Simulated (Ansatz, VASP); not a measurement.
**BN: VASP beside Ansatz**

Contents of POSCAR:

```
BN
1.0
    2.5405721584      0.0000000000      0.0000000000
   -1.2702860792      2.2002000293      0.0000000000
    0.0000000000      0.0000000000      4.2026429029
B N
2 2
Direct
    0.6666666667      0.3333333333      0.9997366354
    0.3333333333      0.6666666667      0.4997366354
    0.6666666667      0.3333333333      0.6252633646
    0.3333333333      0.6666666667      0.1252633646
```

Contents of INCAR.step1:

```
SYSTEM = BN
PREC = Accurate
ENCUT = 660
ISMEAR = 0
SIGMA = 0.02
LREAL = .False.
LASPH = .True.
NELM = 120
NBANDS = 16
GGA = PE
ALGO = Normal
EDIFF = 1E-5
LWAVE = .True.
LCHARG = .False.
GGA_COMPAT = .False.
```

Contents of INCAR.step2:

```
SYSTEM = BN
PREC = Accurate
ENCUT = 660
EDIFF = 1E-6
ISMEAR = 0
SIGMA = 0.02
LREAL = .False.
LASPH = .True.
NELM = 120
ALGO = Normal
ISIF = 2
LWAVE = .False.
LCHARG = .False.
METAGGA = R2SCAN
LMIXTAU = .True.
NBANDS = 16
ISTART = 1
GGA_COMPAT = .False.
```

Contents of KPOINTS:

```
Automatic mesh
0
Gamma
  12 12 6
  0 0 0
```

Input for Ansatz:

```yaml
crystal:
  lattice:
    - [2.5405721584, 0.0, 0.0]
    - [-1.2702860792, 2.2002000293, 0.0]
    - [0.0, 0.0, 4.2026429029]
  atoms:
    - { symbol: B, position: [0.6666666667, 0.3333333333, 0.9997366354] }
    - { symbol: B, position: [0.3333333333, 0.6666666667, 0.4997366354] }
    - { symbol: "N", position: [0.6666666667, 0.3333333333, 0.6252633646] }
    - { symbol: "N", position: [0.3333333333, 0.6666666667, 0.1252633646] }
basis:
  ecutwfc: 500
kpoints:
  mp_grid: { grid: [12, 12, 6] }
hamiltonian:
  xc: r2scan
  pseudopotentials: { kind: paw, azcp: { folder: soft_1 } }
scf:
  occupations: { method: gaussian, width: 0.02 }
output:
  forces: true
  stress: true
  eigenvalues: true
```

Alike in both runs: task single point; functional r2SCAN; k mesh 12 × 12 × 6; occupations gaussian, width 0.02 eV; no spin polarisation.

|  | VASP | Ansatz |
| --- | --- | --- |
| version | VASP 6.6.1 | Ansatz 0.2.0 |
| potentials or method | VASP PAW PBE potentials, release 64 (B, N), cutoff 660 eV | scalar-relativistic, plane waves, PAW |
| valence electrons in the cell | 16 | 16 |

```tsv
	VASP	Ansatz	Ansatz less VASP
gap on the k mesh at the Fermi level (eV)	5.70	5.73	+0.026
least direct gap on the mesh (eV)	9.00	9.02	+0.019
pressure (GPa)	2.7	1.2	-1.48
traceless stress, the component that is largest in VASP (GPa)	-0.06	-0.05	+0.018
rms of the force components (eV/Å)	0.004	0.006	+0.0025
```

VASP's potentials were made for PBE, not for r2SCAN. Atom by atom the forces differ by 0.003 eV/Å (rms over components).
